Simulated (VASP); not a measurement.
# CsTaB2 (P4/mmm) in VASP: single point with PBE

Aim: the single point of CsTaB2 with PBE.

Program: VASP 6.6.1. These are calculated values, not measurements. Logs are shortened: lines on timing, memory, paths and dates and some standing lists are left out, and cuts for length are marked.

## 1. The cell of the first run

Symmetry: P4/mmm, No. 123, tetragonal system. The conventional cell has a = 4.861 Å, b = 4.861 Å, c = 3.588 Å, α = 90.00°, β = 90.00°, γ = 90.00°. Cs (site symmetry 4/mmm) has 4 B at 2.43 Å within 3.2 Å. Ta (site symmetry 4/mmm) has 4 B at 2.43 Å within 3.2 Å. Within 3.2 Å of B (site symmetry mmm) lie 2 Cs at 2.43 Å and 2 Ta at 2.43 Å.

## 2. Single point, PBE

Contents of INCAR:

```
SYSTEM = CsTaB2
PREC = Accurate
ENCUT = 520
EDIFF = 1E-6
ISMEAR = 0
SIGMA = 0.1
LREAL = .False.
LASPH = .True.
NELM = 60
ALGO = Normal
ISIF = 2
LWAVE = .False.
LCHARG = .True.
GGA = PE
LELF = .True.
LVHAR = .True.
NBANDS = 21
```

Contents of KPOINTS:

```
regular mesh
0
Gamma
  4 4 6
  0 0 0
```

Contents of POSCAR:

```
CsTaB2
1.0
    4.8614909100      0.0000000000      0.0000000000
    0.0000000000      4.8614909100      0.0000000000
    0.0000000000      0.0000000000      3.5879605200
Cs Ta B
1 1 2
Direct
    0.0000000000      0.0000000000      0.5000000000
    0.5000000000      0.5000000000      0.5000000000
    0.0000000000      0.5000000000      0.5000000000
    0.5000000000      0.0000000000      0.5000000000
```

Potentials or basis: VASP PAW PBE potentials, release 64 (Cs_sv, Ta_pv, B).

On the command line:

```sh
$ cat potpaw_PBE.64/Cs_sv/POTCAR potpaw_PBE.64/Ta_pv/POTCAR potpaw_PBE.64/B/POTCAR > POTCAR
$ mpirun -np 1 vasp_std > vasp.out
```

OUTCAR:

```text
SYSTEM = CsTaB2
   PREC = Accurate
   ENCUT = 520
   EDIFF = 1E-6
   ISMEAR = 0
   LREAL = .False.
   LASPH = .True.
   NELM = 60
   ISIF = 2
   GGA = PE

 ion  position               nearest neighbor table
   1  0.000  0.000  0.500-   3 2.43   4 2.43   3 2.43   4 2.43
   2  0.500  0.500  0.500-   3 2.43   4 2.43   4 2.43   3 2.43
   3  0.000  0.500  0.500-   1 2.43   2 2.43   1 2.43   2 2.43
   4  0.500  0.000  0.500-   1 2.43   2 2.43   2 2.43   1 2.43

  LATTYP: Found a simple tetragonal cell.
 ALAT       =     4.8614909100
 C/A-ratio  =     0.7380370727

  Lattice vectors:

 A1 = (   4.8614909100,   0.0000000000,   0.0000000000)
 A2 = (   0.0000000000,   4.8614909100,   0.0000000000)
 A3 = (   0.0000000000,   0.0000000000,   3.5879605200)

Analysis of symmetry for initial positions (statically):
=====================================================================
 Subroutine PRICEL returns:
 Original cell was already a primitive cell.

 Routine SETGRP: Setting up the symmetry group for a
 simple tetragonal supercell.

 Subroutine GETGRP returns: Found 16 space group operations
 (whereof 16 operations were pure point group operations)
 out of a pool of 16 trial point group operations.

The static configuration has the point symmetry D_4h.

Analysis of symmetry for dynamics (positions and initial velocities):
=====================================================================
 Subroutine PRICEL returns:
 Original cell was already a primitive cell.

 Routine SETGRP: Setting up the symmetry group for a
 simple tetragonal supercell.

 Subroutine GETGRP returns: Found 16 space group operations
 (whereof 16 operations were pure point group operations)
 out of a pool of 16 trial point group operations.

The dynamic configuration has the point symmetry D_4h.

 Subroutine INISYM returns: Found 16 space group operations
 (whereof 16 operations are pure point group operations),
 and found     1 'primitive' translations

----------------------------------------------------------------------------------------

                                     Primitive cell

  volume of cell :      84.7982

  direct lattice vectors                    reciprocal lattice vectors
     4.861490910  0.000000000  0.000000000     0.205698215  0.000000000  0.000000000
     0.000000000  4.861490910  0.000000000     0.000000000  0.205698215  0.000000000
     0.000000000  0.000000000  3.587960520     0.000000000  0.000000000  0.278709867

  length of vectors
     4.861490910  4.861490910  3.587960520     0.205698215  0.205698215  0.278709867

  position of ions in fractional coordinates (direct lattice)
     0.000000000  0.000000000  0.500000000
     0.500000000  0.500000000  0.500000000
     0.000000000  0.500000000  0.500000000
     0.500000000  0.000000000  0.500000000

  ion indices of the primitive-cell ions
   primitive index   ion index
                 1           1
                 2           2
                 3           3
                 4           4

----------------------------------------------------------------------------------------

 KPOINTS: regular mesh

Automatic generation of k-mesh.
 Grid dimensions read from file:
 generate k-points for:    4    4    6

 Generating k-lattice:

  Cartesian coordinates                     Fractional coordinates (reciprocal lattice)
     0.051424554  0.000000000  0.000000000     0.250000000  0.000000000  0.000000000
     0.000000000  0.051424554  0.000000000     0.000000000  0.250000000  0.000000000
     0.000000000  0.000000000  0.046451645     0.000000000  0.000000000  0.166666667

  Length of vectors
     0.051424554  0.051424554  0.046451645

  Shift w.r.t. Gamma in fractional coordinates (k-lattice)
     0.000000000  0.000000000  0.000000000

 Subroutine IBZKPT returns following result:
 ===========================================

 Found     24 irreducible k-points:

 Following reciprocal coordinates:
            Coordinates               Weight
  0.000000  0.000000  0.000000      1.000000
  0.250000  0.000000  0.000000      4.000000
  0.500000  0.000000  0.000000      2.000000
  0.250000  0.250000  0.000000      4.000000
  0.500000  0.250000  0.000000      4.000000
  0.500000  0.500000  0.000000      1.000000
[... 16 lines left out ...]
  0.500000  0.250000  0.500000      4.000000
  0.500000  0.500000  0.500000      1.000000
   k-points           NKPTS =     24   k-points in BZ     NKDIM =     24   number of bands    NBANDS=     21
   number of dos      NEDOS =    301   number of ions     NIONS =      4
   total plane-waves  NPLWV =  36288
   dimension x,y,z NGX =    36 NGY =   36 NGZ =   28
   dimension x,y,z NGXF=    72 NGYF=   72 NGZF=   56
   ions per type =               1   1   2
   NGX,Y,Z   is equivalent  to a cutoff of  12.31, 12.31, 12.97 a.u.
   NGXF,Y,Z  is equivalent  to a cutoff of  24.62, 24.62, 25.95 a.u.
 SYSTEM =  CsTaB2
   PREC   = accura    normal or accurate (medium, high low for compatibility)
   ISTART =      0    job   : 0-new  1-cont  2-samecut
   ICHARG =      2    charge: 1-file 2-atom 10-const
   ISPIN  =      1    spin polarized calculation?
   LNONCOLLINEAR =      F non collinear calculations
   LSORBIT =      F    spin-orbit coupling
   LASPH  =      T    aspherical Exc in radial PAW
   ENCUT  =  520.0 eV  38.22 Ry    6.18 a.u.   9.04  9.04  6.67*2*pi/ulx,y,z
   NELM   =     60;   NELMIN=  2; NELMDL= -5     # of ELM steps
   EDIFF  = 0.1E-05   stopping-criterion for ELM
   LREAL  =      F    real-space projection
[... 7 lines left out ...]
   TEBEG  =    0.0;   TEEND  =   0.0 temperature during run
   PSTRESS=    0.0 pullay stress
   NELECT =      26.0000    total number of electrons
   NUPDOWN=      -1.0000    fix difference up-down
   EMIN   =  10.00;   EMAX   =-10.00  energy-range for DOS
   EFERMI =   0.00;   METHOD = LEGACY
   ISMEAR =     0;   SIGMA  =   0.10  broadening in eV -4-tet -1-fermi 0-gaus
   EFERMI_NEDOS =   21; number of points for ismear=-14 and -15
   IALGO  =     38    algorithm
   IMIX   =      4    mixing-type and parameters
     AMIX     =   0.40;   BMIX     =  1.00
     AMIX_MAG =   1.60;   BMIX_MAG =  1.00
  volume/ion in A,a.u.               =      21.20       143.06
  Fermi-wavevector in a.u.,A,eV,Ry     =   1.103919  2.086104 16.580555  1.218636
  Thomas-Fermi vector in A             =   2.240384
   LORBIT       =      0    0 simple, 1 ext, 2 COOP (PROOUT), +10 PAW based schemes
   GGA     = PE    functional components
   LHFCALC =     F    Hartree Fock is set to
   AEXX    =    0.0000 exact exchange contribution
   IVDW    =     0    specifies the selected vdW correction
   LEPSILON=     F    determine dielectric tensor
   LRPA    =     F    only Hartree local field effects (RPA)
 non-spin polarized calculation
 Gauss-broadening in eV      SIGMA  =   0.10
  energy-cutoff  :      520.00
  volume of cell :       84.80
 maximum number of plane-waves:      2308
   NGX = 19   NGY = 19   NGZ = 13

 number of electron      26.0000006 magnetization

 Free energy of the ion-electron system (eV)
  ---------------------------------------------------
  ext. energy  EPLUGINS =         0.00000000
  ---------------------------------------------------
  free energy    TOTEN  =       -16.81326550 eV

  energy without entropy =      -16.79921352  energy(sigma->0) =      -16.80623951

 E-fermi :   2.8306     XC(G=0):  -9.8657

 val. band max:        2.8033299220   @ k =   0.2500   0.0000   0.5000
 cond. band min:       2.8329218786   @ k =   0.5000   0.5000   0.3333
 fundamental gap:      0.0295919567
 Fermi energy:         2.8305512335

 k-point     1 :       0.0000    0.0000    0.0000
  band No.  band energies     occupation
      1     -31.9865      2.00000
      2     -31.8478      2.00000
      3     -31.8478      2.00000
      4     -19.2683      2.00000
      5      -7.0766      2.00000
      6      -7.0766      2.00000
[... 13 lines left out ...]
     20       8.1822      0.00000
     21       8.1822      0.00000

 k-point     2 :       0.2500    0.0000    0.0000
  band No.  band energies     occupation
      1     -31.9864      2.00000
      2     -31.8484      2.00000
      3     -31.8476      2.00000
      4     -19.2520      2.00000
      5      -7.7033      2.00000
      6      -7.0959      2.00000
[... 13 lines left out ...]
     20       7.9575      0.00000
     21       8.2637      0.00000

 k-point     3 :       0.5000    0.0000    0.0000
  band No.  band energies     occupation
      1     -31.9864      2.00000
      2     -31.8490      2.00000
      3     -31.8475      2.00000
      4     -19.2355      2.00000
      5      -8.1343      2.00000
      6      -7.1150      2.00000
[... 13 lines left out ...]
     20       7.9986      0.00000
     21       8.7859      0.00000

 k-point     4 :       0.2500    0.2500    0.0000
  band No.  band energies     occupation
      1     -31.9864      2.00000
      2     -31.8482      2.00000
      3     -31.8481      2.00000
      4     -19.2417      2.00000
      5      -7.6911      2.00000
      6      -7.4992      2.00000
[... 13 lines left out ...]
     20       6.9183      0.00000
     21       9.3633      0.00000

 k-point     5 :       0.5000    0.2500    0.0000
  band No.  band energies     occupation
      1     -31.9863      2.00000
      2     -31.8487      2.00000
      3     -31.8479      2.00000
      4     -19.2314      2.00000
      5      -7.9672      2.00000
      6      -7.4869      2.00000
[... 13 lines left out ...]
     20       7.5136      0.00000
     21       8.9171      0.00000

 k-point     6 :       0.5000    0.5000    0.0000
  band No.  band energies     occupation
      1     -31.9862      2.00000
      2     -31.8484      2.00000
      3     -31.8484      2.00000
      4     -19.2272      2.00000
      5      -7.7799      2.00000
      6      -7.7799      2.00000
[... 13 lines left out ...]
     20       7.7700      0.00000
     21       9.3984      0.00000

 k-point     7 :       0.0000    0.0000    0.1667
  band No.  band energies     occupation
      1     -32.0039      2.00000
      2     -31.8462      2.00000
      3     -31.8462      2.00000
      4     -19.2039      2.00000
      5      -7.0094      2.00000
      6      -7.0094      2.00000
[... 13 lines left out ...]
     20       8.2286      0.00000
     21       8.2286      0.00000
[... 291 lines left out ...]
      1     -32.0557      2.00000
      2     -31.8422      2.00000
      3     -31.8415      2.00000
      4     -18.9849      2.00000
      5      -7.3281      2.00000
      6      -6.9284      2.00000
[... 13 lines left out ...]
     20       8.1910      0.00000
     21       8.4550      0.00000

 k-point    21 :       0.5000    0.0000    0.5000
  band No.  band energies     occupation
      1     -32.0556      2.00000
      2     -31.8427      2.00000
      3     -31.8413      2.00000
      4     -18.9701      2.00000
      5      -7.7169      2.00000
      6      -6.8879      2.00000
[... 13 lines left out ...]
     20       7.0880      0.00000
     21       8.7054      0.00000

 k-point    22 :       0.2500    0.2500    0.5000
  band No.  band energies     occupation
      1     -32.0556      2.00000
      2     -31.8420      2.00000
      3     -31.8419      2.00000
      4     -18.9761      2.00000
      5      -7.3203      2.00000
      6      -7.1499      2.00000
[... 13 lines left out ...]
     20       7.3953      0.00000
     21       8.4909      0.00000

 k-point    23 :       0.5000    0.2500    0.5000
  band No.  band energies     occupation
      1     -32.0555      2.00000
      2     -31.8424      2.00000
      3     -31.8417      2.00000
      4     -18.9673      2.00000
      5      -7.5620      2.00000
      6      -7.1422      2.00000
[... 13 lines left out ...]
     20       7.6050      0.00000
     21       8.2319      0.00000

 k-point    24 :       0.5000    0.5000    0.5000
  band No.  band energies     occupation
      1     -32.0554      2.00000
      2     -31.8421      2.00000
      3     -31.8421      2.00000
      4     -18.9645      2.00000
      5      -7.3905      2.00000
      6      -7.3905      2.00000
[... 13 lines left out ...]
     20       7.7210      0.00000
     21      10.8346      0.00000

------------------------ aborting loop because EDIFF is reached ----------------------------------------

  FORCE on cell =-STRESS in cart. coord.  units (eV):
  Direction    XX          YY          ZZ          XY          YZ          ZX
  --------------------------------------------------------------------------------------
  -------------------------------------------------------------------------------------
  Total        4.6130067      4.6130067     -5.3045568      0.0000000     -0.0000000      0.0000000
  in kB       87.1581609     87.1581609   -100.2243092      0.0000000     -0.0000000      0.0000000
  external PRESSURE =      24.6973375 kB  Pullay stress =       0.0000000 kB

 VOLUME and BASIS-vectors are now :
 -----------------------------------------------------------------------------
  energy-cutoff  :      520.00
  volume of cell :       84.80
      direct lattice vectors                 reciprocal lattice vectors
     4.861490910  0.000000000  0.000000000     0.205698215  0.000000000  0.000000000
     0.000000000  4.861490910  0.000000000     0.000000000  0.205698215  0.000000000
     0.000000000  0.000000000  3.587960520     0.000000000  0.000000000  0.278709867

 POSITION                                       TOTAL-FORCE (eV/Angst)
 -----------------------------------------------------------------------------------
      0.00000      0.00000      1.79398         0.000000      0.000000      0.000000
      2.43075      2.43075      1.79398         0.000000      0.000000      0.000000
      0.00000      2.43075      1.79398         0.000000      0.000000      0.000000
      2.43075      0.00000      1.79398         0.000000      0.000000      0.000000
 -----------------------------------------------------------------------------------
    total drift:                                0.000000      0.000000      0.000000

  FREE ENERGIE OF THE ION-ELECTRON SYSTEM (eV)
  ---------------------------------------------------
  free  energy   TOTEN  =       -16.8132655033 eV

  energy  without entropy=      -16.7992135231  energy(sigma->0) =      -16.80623951
```

It took 18 s on 1 thread of Intel Xeon Platinum 8488C (Sapphire Rapids), shared host; peak memory 0.21 GiB.

What came out:

```yaml
Free_energy: -16.8133 eV
Pressure: 2.5 GPa
Band_gap_on_the_k_mesh: zero (band 13 reaches 3.74 eV, above the bottom of band 14 at 1.67 eV)
```

Caveat: spin-orbit coupling is left out, which moves the levels of the heavy elements.
